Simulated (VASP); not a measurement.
A run of VASP 6.6.1:

INCAR

```
SYSTEM = CoGe
ALGO = Normal ; EDIFF = 1E-6
EDIFFG = -0.01 ; ENCUT = 600
GGA = PS ; IBRION = 2
ISIF = 8 ; ISMEAR = 0
LASPH = .TRUE. ; LCHARG = .FALSE.
LREAL = .FALSE. ; LWAVE = .FALSE.
NELM = 60 ; NSW = 60
PREC = Accurate ; SIGMA = 0.05
```

The input KPOINTS:

```
k-points
0
G
  8 8 8
  0 0 0
```

POSCAR

```
CoGe
1.0
    4.6400000000      0.0000000000      0.0000000000
    0.0000000000      4.6400000000      0.0000000000
    0.0000000000      0.0000000000      4.6400000000
Co Ge
4 4
Direct
    0.1360000000      0.1360000000      0.1360000000
    0.6360000000      0.3640000000      0.8640000000
    0.8640000000      0.6360000000      0.3640000000
    0.3640000000      0.8640000000      0.6360000000
    0.8430000000      0.8430000000      0.8430000000
    0.3430000000      0.6570000000      0.1570000000
    0.1570000000      0.3430000000      0.6570000000
    0.6570000000      0.1570000000      0.3430000000
```

Potentials or basis: VASP PAW PBE potentials, release 64 (Co, Ge_d).

Launch:

```sh
$ cat potpaw_PBE.64/Co/POTCAR potpaw_PBE.64/Ge_d/POTCAR > POTCAR
$ mpirun -np 1 vasp_std > vasp.out
```

Hardware: 1 thread of Intel(R) Xeon(R) 6975P-C (Granite Rapids), with other jobs on the host.

**Question.** Estimate the wall time of this run.

**Answer.** It took 19 min on 1 thread of Intel(R) Xeon(R) 6975P-C (Granite Rapids), with other jobs on the host, peak memory 0.4 GiB. Counts: scf iterations 99, k points 45, ion steps 14.
